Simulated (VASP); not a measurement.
# BN (zinc blende) (F-43m) in VASP: further runs

Runs on BN (zinc blende). Level: LDA. Tasks: single point.

Everything below comes from runs of VASP 6.6.1. Logs are shortened: lines on timing, memory, paths and dates and some standing lists are left out, and cuts for length are marked.

**1. The cell of the first run**

It takes space group F-43m (No. 216, cubic). Conventional cell: a = 3.485 Å, b = 3.485 Å, c = 3.485 Å, α = 90.00°, β = 90.00°, γ = 90.00°. Within 2.0 Å of B (site symmetry -43m) lie 4 N at 1.51 Å. N (site symmetry -43m) has 4 B at 1.51 Å within 2.0 Å.

**2. Single point, LDA (volume scaled by 0.896)**

File INCAR:

```
SYSTEM = BN
PREC     = Accurate       ! precision mode
ENCUT    = 600            ! plane-wave cutoff, eV
EDIFF    = 1E-6           ! SCF threshold, eV
ISMEAR   = 0              ! smearing method
SIGMA    = 0.01           ! smearing width, eV
LREAL    = .FALSE.        ! projectors in reciprocal space
LASPH    = .TRUE.         ! aspherical terms in the spheres
NELM     = 120            ! most SCF steps
ALGO     = Normal         ! electronic algorithm
ISIF     = 2              ! what is computed and relaxed
LWAVE    = .FALSE.        ! write WAVECAR
LCHARG   = .FALSE.        ! write CHGCAR
NBANDS   = 11             ! bands
GGA_COMPAT= .FALSE.
```

File KPOINTS:

```
Automatic mesh
0
G
  10 10 10
  0 0 0
```

File POSCAR:

```
BN
1.0
    0.0000000000      1.7426292627      1.7426292627
    1.7426292627      0.0000000000      1.7426292627
    1.7426292627      1.7426292627      0.0000000000
B N
1 1
Direct
    0.0000000000      0.0000000000      0.0000000000
    0.2500000000      0.2500000000      0.2500000000
```

Potentials or basis: VASP PAW LDA potentials, release 64 (B, N).

Started as:

```console
$ cat potpaw_LDA.64/B/POTCAR potpaw_LDA.64/N/POTCAR > POTCAR
$ mpirun -np 1 vasp_std > vasp.out
```

OUTCAR:

```text
SYSTEM = BN
   PREC = Accurate
   ENCUT = 600
   EDIFF = 1E-6
   ISMEAR = 0
   LREAL = .FALSE.
   LASPH = .TRUE.
   NELM = 120
   ISIF = 2

 ion  position               nearest neighbor table
   1  0.000  0.000  0.000-   2 1.51   2 1.51   2 1.51   2 1.51
   2  0.250  0.250  0.250-   1 1.51   1 1.51   1 1.51   1 1.51

  LATTYP: Found a face centered cubic cell.
 ALAT       =     3.4852585254

  Lattice vectors:

 A1 = (   0.0000000000,   1.7426292627,   1.7426292627)
 A2 = (   1.7426292627,   0.0000000000,   1.7426292627)
 A3 = (   1.7426292627,   1.7426292627,   0.0000000000)

Analysis of symmetry for initial positions (statically):
=====================================================================
 Subroutine PRICEL returns:
 Original cell was already a primitive cell.

 Routine SETGRP: Setting up the symmetry group for a
 face centered cubic supercell.

 Subroutine GETGRP returns: Found 24 space group operations
 (whereof 24 operations were pure point group operations)
 out of a pool of 48 trial point group operations.

The static configuration has the point symmetry T_d .

Analysis of symmetry for dynamics (positions and initial velocities):
=====================================================================
 Subroutine PRICEL returns:
 Original cell was already a primitive cell.

 Routine SETGRP: Setting up the symmetry group for a
 face centered cubic supercell.

 Subroutine GETGRP returns: Found 24 space group operations
 (whereof 24 operations were pure point group operations)
 out of a pool of 48 trial point group operations.

The dynamic configuration has the point symmetry T_d .

 Subroutine INISYM returns: Found 24 space group operations
 (whereof 24 operations are pure point group operations),
 and found     1 'primitive' translations

----------------------------------------------------------------------------------------

                                     Primitive cell

  volume of cell :      10.5839

  direct lattice vectors                    reciprocal lattice vectors
     0.000000000  1.742629263  1.742629263    -0.286922761  0.286922761  0.286922761
     1.742629263  0.000000000  1.742629263     0.286922761 -0.286922761  0.286922761
     1.742629263  1.742629263  0.000000000     0.286922761  0.286922761 -0.286922761

  length of vectors
     2.464449937  2.464449937  2.464449937     0.496964800  0.496964800  0.496964800

  position of ions in fractional coordinates (direct lattice)
     0.000000000  0.000000000  0.000000000
     0.250000000  0.250000000  0.250000000

  ion indices of the primitive-cell ions
   primitive index   ion index
                 1           1
                 2           2

----------------------------------------------------------------------------------------

 KPOINTS: Automatic mesh

Automatic generation of k-mesh.
 Grid dimensions read from file:
 generate k-points for:   10   10   10

 Generating k-lattice:

  Cartesian coordinates                     Fractional coordinates (reciprocal lattice)
    -0.028692276  0.028692276  0.028692276     0.100000000  0.000000000  0.000000000
     0.028692276 -0.028692276  0.028692276     0.000000000  0.100000000  0.000000000
     0.028692276  0.028692276 -0.028692276     0.000000000  0.000000000  0.100000000

  Length of vectors
     0.049696480  0.049696480  0.049696480

  Shift w.r.t. Gamma in fractional coordinates (k-lattice)
     0.000000000  0.000000000  0.000000000

 Subroutine IBZKPT returns following result:
 ===========================================

 Found     47 irreducible k-points:

 Following reciprocal coordinates:
            Coordinates               Weight
  0.000000  0.000000  0.000000      1.000000
  0.100000  0.000000  0.000000      8.000000
  0.200000  0.000000  0.000000      8.000000
  0.300000  0.000000  0.000000      8.000000
  0.400000  0.000000  0.000000      8.000000
  0.500000  0.000000  0.000000      4.000000
[... 16 lines left out ...]
  0.300000  0.300000  0.000000      6.000000
  0.400000  0.300000  0.000000     24.000000
 [... further k-points ...]
   k-points           NKPTS =     47   k-points in BZ     NKDIM =     47   number of bands    NBANDS=     11
   number of dos      NEDOS =    301   number of ions     NIONS =      2
   total plane-waves  NPLWV =   8000
   dimension x,y,z NGX =    20 NGY =   20 NGZ =   20
   dimension x,y,z NGXF=    40 NGYF=   40 NGZF=   40
   ions per type =               1   1
   NGX,Y,Z   is equivalent  to a cutoff of  13.49, 13.49, 13.49 a.u.
   NGXF,Y,Z  is equivalent  to a cutoff of  26.98, 26.98, 26.98 a.u.
 SYSTEM =  BN
   PREC   = accura    normal or accurate (medium, high low for compatibility)
   ISTART =      0    job   : 0-new  1-cont  2-samecut
   ICHARG =      2    charge: 1-file 2-atom 10-const
   ISPIN  =      1    spin polarized calculation?
   LNONCOLLINEAR =      F non collinear calculations
   LSORBIT =      F    spin-orbit coupling
   LASPH  =      T    aspherical Exc in radial PAW
   ENCUT  =  600.0 eV  44.10 Ry    6.64 a.u.   4.92  4.92  4.92*2*pi/ulx,y,z
   NELM   =    120;   NELMIN=  2; NELMDL= -5     # of ELM steps
   EDIFF  = 0.1E-05   stopping-criterion for ELM
   LREAL  =      F    real-space projection
   EDIFFG = 0.1E-04   stopping-criterion for IOM
   NSW    =      0    number of steps for IOM
   IBRION =     -1    ionic relax: 0-MD 1-quasi-New 2-CG
   NFREE  =      0    steps in history (QN), initial steepest desc. (CG)
   ISIF   =      2    stress and relaxation
   ISYM   =      2    0-nonsym 1-usesym 2-fastsym
   POTIM  = 0.5000    time-step for ionic-motion
   TEBEG  =    0.0;   TEEND  =   0.0 temperature during run
   PSTRESS=    0.0 pullay stress
   NELECT =       8.0000    total number of electrons
   NUPDOWN=      -1.0000    fix difference up-down
   EMIN   =  10.00;   EMAX   =-10.00  energy-range for DOS
   EFERMI =   0.00;   METHOD = LEGACY
   ISMEAR =     0;   SIGMA  =   0.01  broadening in eV -4-tet -1-fermi 0-gaus
   EFERMI_NEDOS =   21; number of points for ismear=-14 and -15
   IALGO  =     38    algorithm
   IMIX   =      4    mixing-type and parameters
     AMIX     =   0.40;   BMIX     =  1.00
     AMIX_MAG =   1.60;   BMIX_MAG =  1.00
  volume/ion in A,a.u.               =       5.29        35.71
  Fermi-wavevector in a.u.,A,eV,Ry     =   1.491271  2.818093 30.257838  2.223888
  Thomas-Fermi vector in A             =   2.603947
   LORBIT       =      0    0 simple, 1 ext, 2 COOP (PROOUT), +10 PAW based schemes
   GGA     = CA    functional components
   LHFCALC =     F    Hartree Fock is set to
   AEXX    =    0.0000 exact exchange contribution
   IVDW    =     0    specifies the selected vdW correction
   LEPSILON=     F    determine dielectric tensor
   LRPA    =     F    only Hartree local field effects (RPA)
 non-spin polarized calculation
 Gauss-broadening in eV      SIGMA  =   0.01
  energy-cutoff  :      600.00
  volume of cell :       10.58
 maximum number of plane-waves:       364
   NGX =  9   NGY =  9   NGZ =  9

 number of electron       8.0000000 magnetization

 Free energy of the ion-electron system (eV)
  ---------------------------------------------------
  ext. energy  EPLUGINS =         0.00000000
  ---------------------------------------------------
  free energy    TOTEN  =       -19.31010387 eV

  energy without entropy =      -19.31010387  energy(sigma->0) =      -19.31010387

 E-fermi :   9.0301     XC(G=0): -13.6402

 val. band max:        8.8232177579   @ k =   0.0000   0.0000   0.0000
 cond. band min:      13.2899009595   @ k =   0.5000   0.5000   0.0000
 fundamental gap:      4.4666832016
 Fermi energy:         9.0301358839

 k-point     1 :       0.0000    0.0000    0.0000
  band No.  band energies     occupation
      1     -12.5424      2.00000
      2       8.8232      2.00000
      3       8.8232      2.00000
      4       8.8232      2.00000
      5      18.0247      0.00000
      6      18.0247      0.00000
      7      18.0247      0.00000
      8      21.1009      0.00000
      9      35.4381      0.00000
     10      37.9973      0.00000
     11      37.9973      0.00000

 k-point     2 :       0.1000    0.0000    0.0000
  band No.  band energies     occupation
      1     -12.2771      2.00000
      2       7.4616      2.00000
      3       8.5343      2.00000
      4       8.5343      2.00000
      5      18.4585      0.00000
      6      18.4585      0.00000
      7      18.5134      0.00000
      8      21.7666      0.00000
      9      34.6614      0.00000
     10      35.0289      0.00000
     11      35.0289      0.00000

 k-point     3 :       0.2000    0.0000    0.0000
  band No.  band energies     occupation
      1     -11.4928      2.00000
      2       4.5353      2.00000
      3       7.8919      2.00000
      4       7.8919      2.00000
      5      19.2617      0.00000
      6      19.3376      0.00000
      7      19.3376      0.00000
      8      23.1814      0.00000
      9      33.4399      0.00000
     10      33.4399      0.00000
     11      33.6180      0.00000

 k-point     4 :       0.3000    0.0000    0.0000
  band No.  band energies     occupation
      1     -10.2377      2.00000
      2       1.3202      2.00000
      3       7.2496      2.00000
      4       7.2496      2.00000
      5      19.9079      0.00000
      6      19.9197      0.00000
      7      19.9197      0.00000
      8      24.2729      0.00000
      9      33.2546      0.00000
     10      33.7906      0.00000
     11      33.7906      0.00000
[... 239 lines left out ...]
 k-point    22 :      -0.2000    0.2000    0.0000
  band No.  band energies     occupation
      1      -9.8231      2.00000
      2       2.2137      2.00000
      3       4.1018      2.00000
      4       7.3736      2.00000
      5      20.0472      0.00000
      6      20.4045      0.00000
      7      21.2716      0.00000
      8      24.0669      0.00000
      9      30.8469      0.00000
     10      32.2301      0.00000
     11      37.7537      0.00000

 k-point    23 :       0.3000    0.3000    0.0000
  band No.  band energies     occupation
      1      -9.4884      2.00000
      2       3.4272      2.00000
      3       4.7008      2.00000
      4       4.7008      2.00000
      5      15.2114      0.00000
      6      20.2397      0.00000
      7      24.6504      0.00000
      8      24.6504      0.00000
      9      29.0909      0.00000
     10      38.3876      0.00000
     11      42.4094      0.00000

 k-point    24 :       0.4000    0.3000    0.0000
  band No.  band energies     occupation
      1      -8.3492      2.00000
      2       1.6607      2.00000
      3       3.8012      2.00000
      4       4.2494      2.00000
      5      15.1290      0.00000
      6      20.0418      0.00000
      7      25.5784      0.00000
      8      25.6282      0.00000
      9      30.0634      0.00000
     10      38.0271      0.00000
     11      42.3582      0.00000

 [... further k-points ...]

------------------------ aborting loop because EDIFF is reached ----------------------------------------

  FORCE on cell =-STRESS in cart. coord.  units (eV):
  Direction    XX          YY          ZZ          XY          YZ          ZX
  --------------------------------------------------------------------------------------
  -------------------------------------------------------------------------------------
  Total        2.5599741      2.5599741      2.5599741      0.0000000     -0.0000000     -0.0000000
  in kB      387.5262658    387.5262658    387.5262658      0.0000000     -0.0000000     -0.0000000
  external PRESSURE =     387.5262658 kB  Pullay stress =       0.0000000 kB

 VOLUME and BASIS-vectors are now :
 -----------------------------------------------------------------------------
  energy-cutoff  :      600.00
  volume of cell :       10.58
      direct lattice vectors                 reciprocal lattice vectors
     0.000000000  1.742629263  1.742629263    -0.286922761  0.286922761  0.286922761
     1.742629263  0.000000000  1.742629263     0.286922761 -0.286922761  0.286922761
     1.742629263  1.742629263  0.000000000     0.286922761  0.286922761 -0.286922761

 POSITION                                       TOTAL-FORCE (eV/Angst)
 -----------------------------------------------------------------------------------
      0.00000      0.00000      0.00000         0.000000      0.000000      0.000000
      0.87131      0.87131      0.87131        -0.000000     -0.000000     -0.000000
 -----------------------------------------------------------------------------------
    total drift:                               -0.000000     -0.000000     -0.000000

  FREE ENERGIE OF THE ION-ELECTRON SYSTEM (eV)
  ---------------------------------------------------
  free  energy   TOTEN  =       -19.3101038742 eV

  energy  without entropy=      -19.3101038742  energy(sigma->0) =      -19.31010387
```

Run time: 9.3 s. Hardware: 1 thread of Intel Xeon 8259CL, shared host; peak memory 0.11 GiB.

Results:

| Quantity | Value |
| --- | --- |
| Free energy | -19.3101 eV |
| Pressure | 38.8 GPa |
| Band gap on the k mesh | 4.47 eV, indirect (least direct gap 9.20 eV) |

Levels at points of the mesh, in eV from the valence-band top:
```
           k point  band 1  band 2  band 3  band 4  band 5  band 6  band 7  band 8
(0.00, 0.00, 0.00)  -21.37    0.00    0.00    0.00    9.20    9.20    9.20   12.28
(0.50, 0.00, 0.00)  -16.55  -11.76   -2.17   -2.17   11.17   11.17   11.69   16.13
(0.50, 0.50, 0.00)  -15.02   -9.63   -5.49   -5.49    4.47    9.76   19.43   19.43
```

 A k mesh can miss the band edges.

**3. Single point, LDA (volume scaled by 0.86)**

File INCAR:

```
ALGO = Normal
EDIFF = 1E-6
ENCUT = 600
GGA_COMPAT = F
ISIF = 2
ISMEAR = 0
LASPH = T
LCHARG = F
LREAL = F
LWAVE = F
NBANDS = 11
NELM = 120
PREC = Accurate
SIGMA = 0.01
```

File KPOINTS:

```
k-points
0
Gamma
  10 10 10
```

File POSCAR:

```
BN
1.0
    0.0000000000      1.7189707353      1.7189707353
    1.7189707353      0.0000000000      1.7189707353
    1.7189707353      1.7189707353      0.0000000000
B N
1 1
Direct
    0.0000000000      0.0000000000      0.0000000000
    0.2500000000      0.2500000000      0.2500000000
```

Potentials or basis: VASP PAW LDA potentials, release 64 (B, N).

Started as:

```console
$ cat potpaw_LDA.64/B/POTCAR potpaw_LDA.64/N/POTCAR > POTCAR
$ mpirun -np 1 vasp_std > vasp.out
```

OUTCAR:

```text
EDIFF = 1E-6
   ENCUT = 600
   ISIF = 2
   ISMEAR = 0
   LASPH = T
   LREAL = F
   NELM = 120
   PREC = Accurate

 ion  position               nearest neighbor table
   1  0.000  0.000  0.000-   2 1.49   2 1.49   2 1.49   2 1.49
   2  0.250  0.250  0.250-   1 1.49   1 1.49   1 1.49   1 1.49

  LATTYP: Found a face centered cubic cell.
 ALAT       =     3.4379414706

  Lattice vectors:

 A1 = (   0.0000000000,   1.7189707353,   1.7189707353)
 A2 = (   1.7189707353,   0.0000000000,   1.7189707353)
 A3 = (   1.7189707353,   1.7189707353,   0.0000000000)
[... 511 lines left out ...]
      6      20.8533      0.00000
      7      26.6794      0.00000
      8      26.7827      0.00000
      9      31.3535      0.00000
     10      39.5616      0.00000
     11      43.6608      0.00000

 [... further k-points ...]
[... 5 lines left out ...]
  --------------------------------------------------------------------------------------
  -------------------------------------------------------------------------------------
  Total        3.9543484      3.9543484      3.9543484      0.0000000      0.0000000      0.0000000
  in kB      623.6631316    623.6631316    623.6631316      0.0000000      0.0000000      0.0000000
  external PRESSURE =     623.6631316 kB  Pullay stress =       0.0000000 kB

 VOLUME and BASIS-vectors are now :
 -----------------------------------------------------------------------------
  energy-cutoff  :      600.00
  volume of cell :       10.16
      direct lattice vectors                 reciprocal lattice vectors
     0.000000000  1.718970735  1.718970735    -0.290871735  0.290871735  0.290871735
     1.718970735  0.000000000  1.718970735     0.290871735 -0.290871735  0.290871735
     1.718970735  1.718970735  0.000000000     0.290871735  0.290871735 -0.290871735

 POSITION                                       TOTAL-FORCE (eV/Angst)
 -----------------------------------------------------------------------------------
      0.00000      0.00000      0.00000        -0.000000      0.000000     -0.000000
      0.85949      0.85949      0.85949         0.000000     -0.000000      0.000000
 -----------------------------------------------------------------------------------
    total drift:                               -0.000000     -0.000000      0.000000

  FREE ENERGIE OF THE ION-ELECTRON SYSTEM (eV)
  ---------------------------------------------------
  free  energy   TOTEN  =       -19.1753897416 eV

  energy  without entropy=      -19.1753897416  energy(sigma->0) =      -19.17538974
```

stdout:

```text
POSCAR found type information on POSCAR B N
 POSCAR found :  2 types and       2 ions
 scaLAPACK will be used
 LDA part: xc-table for (Slater(with rela. corr.)+CA(PZ))
 , standard interpolation
 POSCAR, INCAR and KPOINTS ok, starting setup
 FFT: planning ... GRIDC
 FFT: planning ... GRID_SOFT
 FFT: planning ... GRID
 WAVECAR not read
 entering main loop
```

Wall time 9.4 s (1 thread of Intel Xeon 8259CL, shared host); peak memory 0.12 GiB.

What came out:

- Free energy: -19.1754 eV
- Pressure: 62.4 GPa
- Band gap on the k mesh: 4.51 eV, indirect (least direct gap 9.40 eV)

Levels at points of the mesh, in eV from the valence-band top:
```
           k point  band 1  band 2  band 3  band 4  band 5  band 6  band 7  band 8
(0.00, 0.00, 0.00)  -21.88    0.00    0.00    0.00    9.40    9.40    9.40   13.00
(0.50, 0.00, 0.00)  -16.85  -12.17   -2.25   -2.25   11.39   11.39   12.27   16.55
(0.50, 0.50, 0.00)  -15.26   -9.93   -5.72   -5.72    4.51    9.99   20.11   20.11
```

 A k mesh can miss the band edges.
